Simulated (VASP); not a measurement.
# Eu (Im-3m) in VASP: single point with PBEsol+U

Aim: the single point of Eu with PBEsol+U.

Everything below comes from runs of VASP 6.6.1. Logs are shortened: lines on timing, memory, paths and dates and some standing lists are left out, and cuts for length are marked.

**1. The cell of the first run**

The structure is cubic, space group Im-3m (No. 229). Conventional cell: a = 4.610 Å, b = 4.610 Å, c = 4.610 Å, α = 90.00°, β = 90.00°, γ = 90.00°. Eu (site symmetry m-3m) has 14 Eu at 3.99 to 4.61 Å within 5.2 Å.

**2. Single point, PBEsol+U**

Contents of INCAR:

```
SYSTEM = Eu
PREC     = Accurate       ! precision mode
ENCUT    = 520            ! plane-wave cutoff, eV
EDIFF    = 1E-6           ! SCF threshold, eV
ISMEAR   = 0              ! smearing method
SIGMA    = 0.05           ! smearing width, eV
LREAL    = .False.        ! projectors in reciprocal space
LASPH    = .True.         ! aspherical terms in the spheres
NELM     = 150            ! most SCF steps
ALGO     = Normal         ! electronic algorithm
ISIF     = 2              ! what is computed and relaxed
LWAVE    = .False.        ! write WAVECAR
LCHARG   = .False.        ! write CHGCAR
LMAXMIX  = 6              ! l up to which the mixer works
LDAU     = .True.         ! DFT+U
LDAUTYPE = 2            
LDAUL    = 3              ! shell
LDAUU    = 5              ! U, eV
LDAUJ    = 0            
LDAUPRINT= 1            
GGA      = PS             ! functional
NBANDS   = 14             ! bands
```

Contents of KPOINTS:

```
Automatic mesh
0
Gamma
  10 10 10
  0 0 0
```

Contents of POSCAR:

```
Eu
1.0
   -2.3050001490      2.3050001490      2.3050001490
    2.3050001490     -2.3050001490      2.3050001490
    2.3050001490      2.3050001490     -2.3050001490
Eu
1
Direct
    0.0000000000      0.0000000000      0.0000000000
```

Potentials or basis: VASP PAW PBE potentials, release 64 (Eu).

Started as:

```console
cat potpaw_PBE.64/Eu/POTCAR > POTCAR
mpirun -np 1 vasp_std > vasp.out
```

OUTCAR:

```text
SYSTEM = Eu
   PREC = Accurate
   ENCUT = 520
   EDIFF = 1E-6
   ISMEAR = 0
   LREAL = .False.
   LASPH = .True.
   NELM = 150
   ISIF = 2
   GGA = PS

 ion  position               nearest neighbor table
   1  0.000  0.000  0.000-

  LATTYP: Found a body centered cubic cell.
 ALAT       =     4.6100002980

  Lattice vectors:

 A1 = (  -2.3050001490,   2.3050001490,   2.3050001490)
 A2 = (   2.3050001490,  -2.3050001490,   2.3050001490)
 A3 = (   2.3050001490,   2.3050001490,  -2.3050001490)

Analysis of symmetry for initial positions (statically):
=====================================================================
 Subroutine PRICEL returns:
 Original cell was already a primitive cell.

 Routine SETGRP: Setting up the symmetry group for a
 body centered cubic supercell.

 Subroutine GETGRP returns: Found 48 space group operations
 (whereof 48 operations were pure point group operations)
 out of a pool of 48 trial point group operations.

The static configuration has the point symmetry O_h .

Analysis of symmetry for dynamics (positions and initial velocities):
=====================================================================
 Subroutine PRICEL returns:
 Original cell was already a primitive cell.

 Routine SETGRP: Setting up the symmetry group for a
 body centered cubic supercell.

 Subroutine GETGRP returns: Found 48 space group operations
 (whereof 48 operations were pure point group operations)
 out of a pool of 48 trial point group operations.

The dynamic configuration has the point symmetry O_h .

 Subroutine INISYM returns: Found 48 space group operations
 (whereof 48 operations are pure point group operations),
 and found     1 'primitive' translations

----------------------------------------------------------------------------------------

                                     Primitive cell

  volume of cell :      48.9861

  direct lattice vectors                    reciprocal lattice vectors
    -2.305000149  2.305000149  2.305000149     0.000000000  0.216919726  0.216919726
     2.305000149 -2.305000149  2.305000149     0.216919726  0.000000000  0.216919726
     2.305000149  2.305000149 -2.305000149     0.216919726  0.216919726  0.000000000

  length of vectors
     3.992377370  3.992377370  3.992377370     0.306770818  0.306770818  0.306770818

  position of ions in fractional coordinates (direct lattice)
     0.000000000  0.000000000  0.000000000

  ion indices of the primitive-cell ions
   primitive index   ion index
                 1           1

----------------------------------------------------------------------------------------

 KPOINTS: Automatic mesh

Automatic generation of k-mesh.
 Grid dimensions read from file:
 generate k-points for:   10   10   10

 Generating k-lattice:

  Cartesian coordinates                     Fractional coordinates (reciprocal lattice)
     0.000000000  0.021691973  0.021691973     0.100000000  0.000000000  0.000000000
     0.021691973  0.000000000  0.021691973     0.000000000  0.100000000  0.000000000
     0.021691973  0.021691973  0.000000000     0.000000000  0.000000000  0.100000000

[... 80 lines left out ...]
   LORBIT       =      0    0 simple, 1 ext, 2 COOP (PROOUT), +10 PAW based schemes
 LDA+U is selected, type is set to LDAUTYPE =  2
   angular momentum for each species LDAUL =     3
   U (eV)           for each species LDAUU =   5.0
   J (eV)           for each species LDAUJ =   0.0
   GGA     = PS    functional components
   LHFCALC =     F    Hartree Fock is set to
   AEXX    =    0.0000 exact exchange contribution
   IVDW    =     0    specifies the selected vdW correction
   LEPSILON=     F    determine dielectric tensor
   LRPA    =     F    only Hartree local field effects (RPA)
 non-spin polarized calculation
 Gauss-broadening in eV      SIGMA  =   0.05
  energy-cutoff  :      520.00
  volume of cell :       48.99
 maximum number of plane-waves:      1334
 NGX is ok and might be reduce to    30
   NGX = 15   NGY = 15   NGZ = 15

atom =   1  type =  1  l = 3

 onsite density matrix

spin component  1

  0.4025 -0.0000 -0.4524  0.0000  0.0000  0.0000  0.0000
 -0.0000  0.0006 -0.0000 -0.0000 -0.0000  0.0000  0.0000
 -0.4524 -0.0000  0.6361  0.0000  0.0000  0.0000 -0.0000
  0.0000 -0.0000  0.0000  0.0521  0.0000 -0.0000  0.0000
  0.0000 -0.0000  0.0000  0.0000  0.6361 -0.0000  0.4524
  0.0000  0.0000  0.0000 -0.0000 -0.0000  0.9865  0.0000
  0.0000  0.0000 -0.0000  0.0000  0.4524  0.0000  0.4025

spin component  2

  0.4025 -0.0000 -0.4524  0.0000  0.0000  0.0000  0.0000
 -0.0000  0.0006 -0.0000 -0.0000 -0.0000  0.0000  0.0000
 -0.4524 -0.0000  0.6361  0.0000  0.0000  0.0000 -0.0000
  0.0000 -0.0000  0.0000  0.0521  0.0000 -0.0000  0.0000
  0.0000 -0.0000  0.0000  0.0000  0.6361 -0.0000  0.4524
  0.0000  0.0000  0.0000 -0.0000 -0.0000  0.9865  0.0000
  0.0000  0.0000 -0.0000  0.0000  0.4524  0.0000  0.4025

 occupancies and eigenvectors

  o =  0.0006  v =  0.0000  1.0000 -0.0000 -0.0000 -0.0000  0.0000  0.0000  0.0000  0.0000  0.0000  0.0000  0.0000  0.0000  0.0000      0.0000  0.0000  0.0000  0.0000  0.0000  0.0000  0.0000  0.0000  0.0000  0.0000  0.0000  0.0000  0.0000  0.0000
  o =  0.0006  v =  0.0000  0.0000  0.0000  0.0000  0.0000  0.0000  0.0000  0.0000  1.0000 -0.0000 -0.0000 -0.0000  0.0000  0.0000      0.0000  0.0000  0.0000  0.0000  0.0000  0.0000  0.0000  0.0000  0.0000  0.0000  0.0000  0.0000  0.0000  0.0000
  o =  0.0521  v =  0.0000 -0.0000 -0.0000  0.0000 -0.6124 -0.0000  0.7906  0.0000  0.0000  0.0000  0.0000  0.0000  0.0000  0.0000      0.0000  0.0000  0.0000  0.0000  0.0000  0.0000  0.0000  0.0000  0.0000  0.0000  0.0000  0.0000  0.0000  0.0000
  o =  0.0521  v =  0.0000  0.0000  0.0000  0.0000  0.0000  0.0000  0.0000  0.0000 -0.0000 -0.0000  0.0000 -0.6124 -0.0000  0.7906      0.0000  0.0000  0.0000  0.0000  0.0000  0.0000  0.0000  0.0000  0.0000  0.0000  0.0000  0.0000  0.0000  0.0000
  o =  0.0521  v =  0.0000  0.0000  0.0000  0.0000  0.0000  0.0000  0.0000 -0.7906  0.0000 -0.6124  0.0000  0.0000  0.0000  0.0000      0.0000  0.0000  0.0000  0.0000  0.0000  0.0000  0.0000  0.0000  0.0000  0.0000  0.0000  0.0000  0.0000  0.0000
  o =  0.0521  v = -0.7906  0.0000 -0.6124  0.0000  0.0000  0.0000  0.0000  0.0000  0.0000  0.0000  0.0000  0.0000  0.0000  0.0000      0.0000  0.0000  0.0000  0.0000  0.0000  0.0000  0.0000  0.0000  0.0000  0.0000  0.0000  0.0000  0.0000  0.0000
  o =  0.0521  v =  0.0000  0.0000  0.0000  1.0000  0.0000  0.0000 -0.0000  0.0000  0.0000  0.0000  0.0000  0.0000  0.0000  0.0000      0.0000  0.0000  0.0000  0.0000  0.0000  0.0000  0.0000  0.0000  0.0000  0.0000  0.0000  0.0000  0.0000  0.0000
  o =  0.0521  v =  0.0000  0.0000  0.0000  0.0000  0.0000  0.0000  0.0000  0.0000  0.0000  0.0000  1.0000  0.0000  0.0000 -0.0000      0.0000  0.0000  0.0000  0.0000  0.0000  0.0000  0.0000  0.0000  0.0000  0.0000  0.0000  0.0000  0.0000  0.0000
  o =  0.9865  v =  0.0000  0.0000  0.0000  0.0000  0.0000  0.0000  0.0000  0.0000 -0.0000 -0.0000  0.0000 -0.0002 -1.0000 -0.0002      0.0000  0.0000  0.0000  0.0000  0.0000  0.0000  0.0000  0.0000  0.0000  0.0000  0.0000  0.0000  0.0000  0.0000
  o =  0.9865  v =  0.0000 -0.0000 -0.0000  0.0000 -0.0002 -1.0000 -0.0002  0.0000  0.0000  0.0000  0.0000  0.0000  0.0000  0.0000      0.0000  0.0000  0.0000  0.0000  0.0000  0.0000  0.0000  0.0000  0.0000  0.0000  0.0000  0.0000  0.0000  0.0000
  o =  0.9865  v =  0.6124  0.0000 -0.7906  0.0000  0.0000  0.0000  0.0000  0.0000  0.0000  0.0000  0.0000  0.0000  0.0000  0.0000      0.0000  0.0000  0.0000  0.0000  0.0000  0.0000  0.0000  0.0000  0.0000  0.0000  0.0000  0.0000  0.0000  0.0000
  o =  0.9865  v =  0.0000  0.0000  0.0000  0.0000  0.0000  0.0000  0.0000  0.6124  0.0000 -0.7906  0.0000  0.0000  0.0000  0.0000      0.0000  0.0000  0.0000  0.0000  0.0000  0.0000  0.0000  0.0000  0.0000  0.0000  0.0000  0.0000  0.0000  0.0000
  o =  0.9865  v =  0.0000  0.0000  0.0000  0.0000  0.0000  0.0000  0.0000  0.0000  0.0000  0.0000 -0.0000  0.7906 -0.0003  0.6124      0.0000  0.0000  0.0000  0.0000  0.0000  0.0000  0.0000  0.0000  0.0000  0.0000  0.0000  0.0000  0.0000  0.0000
  o =  0.9865  v =  0.0000  0.0000  0.0000 -0.0000  0.7906 -0.0003  0.6124  0.0000  0.0000  0.0000  0.0000  0.0000  0.0000  0.0000      0.0000  0.0000  0.0000  0.0000  0.0000  0.0000  0.0000  0.0000  0.0000  0.0000  0.0000  0.0000  0.0000  0.0000

 number of electron      17.0000021 magnetization

 Free energy of the ion-electron system (eV)
  ---------------------------------------------------
  ext. energy  EPLUGINS =         0.00000000
  ---------------------------------------------------
  free energy    TOTEN  =        -2.08908623 eV

  energy without entropy =       -2.07165608  energy(sigma->0) =       -2.08037115

 E-fermi :   1.6086     XC(G=0):  -8.5359

 val. band max:        1.6029773783   @ k =  -0.3000   0.4000   0.2000
 cond. band min:       1.6137248173   @ k =  -0.4000   0.5000   0.3000
 fundamental gap:      0.0107474390
 Fermi energy:         1.6086309121

 k-point     1 :       0.0000    0.0000    0.0000
  band No.  band energies     occupation
      1     -40.9649      2.00000
      2     -19.5432      2.00000
      3     -19.5432      2.00000
      4     -19.5432      2.00000
      5      -2.7828      2.00000
      6      -2.7828      2.00000
      7      -2.7828      2.00000
      8      -2.4497      2.00000
      9       1.7512      0.00006
     10       1.7512      0.00006
     11       1.7513      0.00005
     12       2.4835      0.00000
     13       3.0224      0.00000
     14       3.0224      0.00000
[... 377 lines left out ...]
      1     -40.9531      2.00000
      2     -19.7007      2.00000
      3     -19.6064      2.00000
      4     -19.5616      2.00000
      5      -2.7655      2.00000
      6      -2.7473      2.00000
      7      -2.7467      2.00000
      8      -0.7664      2.00000
      9       1.6924      0.01776
     10       1.7101      0.00409
     11       1.7140      0.00288
     12       2.1826      0.00000
     13       2.3141      0.00000
     14       2.5013      0.00000

 [... further k-points ...]
[... 5 lines left out ...]
  --------------------------------------------------------------------------------------
  -------------------------------------------------------------------------------------
  Total       -1.8825516     -1.8825516     -1.8825516      0.0000000     -0.0000000      0.0000000
  in kB      -61.5721915    -61.5721915    -61.5721915      0.0000000     -0.0000000      0.0000000
  external PRESSURE =     -61.5721915 kB  Pullay stress =       0.0000000 kB

 VOLUME and BASIS-vectors are now :
 -----------------------------------------------------------------------------
  energy-cutoff  :      520.00
  volume of cell :       48.99
      direct lattice vectors                 reciprocal lattice vectors
    -2.305000149  2.305000149  2.305000149     0.000000000  0.216919726  0.216919726
     2.305000149 -2.305000149  2.305000149     0.216919726  0.000000000  0.216919726
     2.305000149  2.305000149 -2.305000149     0.216919726  0.216919726  0.000000000

 POSITION                                       TOTAL-FORCE (eV/Angst)
 -----------------------------------------------------------------------------------
      0.00000      0.00000      0.00000        -0.000000     -0.000000      0.000000
 -----------------------------------------------------------------------------------
    total drift:                               -0.000000     -0.000000      0.000000

  FREE ENERGIE OF THE ION-ELECTRON SYSTEM (eV)
  ---------------------------------------------------
  free  energy   TOTEN  =        -2.0890862257 eV

  energy  without entropy=       -2.0716560764  energy(sigma->0) =       -2.08037115
```

Run time: 2.4 min. Hardware: 1 thread of Intel Xeon 6975P-C (Granite Rapids), shared host; peak memory 0.21 GiB.

What came out:

```yaml
Free_energy: -2.0891 eV
Pressure: -6.2 GPa
```

Eigenvalues of the final occupation matrices:
| site | spin | trace | eigenvalues |
| --- | --- | --- | --- |
| site 1 f | 1 | 3.12 | 0.00 0.05 0.05 0.05 0.99 0.99 0.99 |
| site 1 f | 2 | 3.12 | 0.00 0.05 0.05 0.05 0.99 0.99 0.99 |

Caveat: the PAW data sets were made with another functional, which shifts forces and pressure a little; spin-orbit coupling is left out, which moves the levels of the heavy elements; U without spin polarisation on a metal has little footing. Spin polarisation is off, so any magnetic state and its effect on volume and gap are missing.
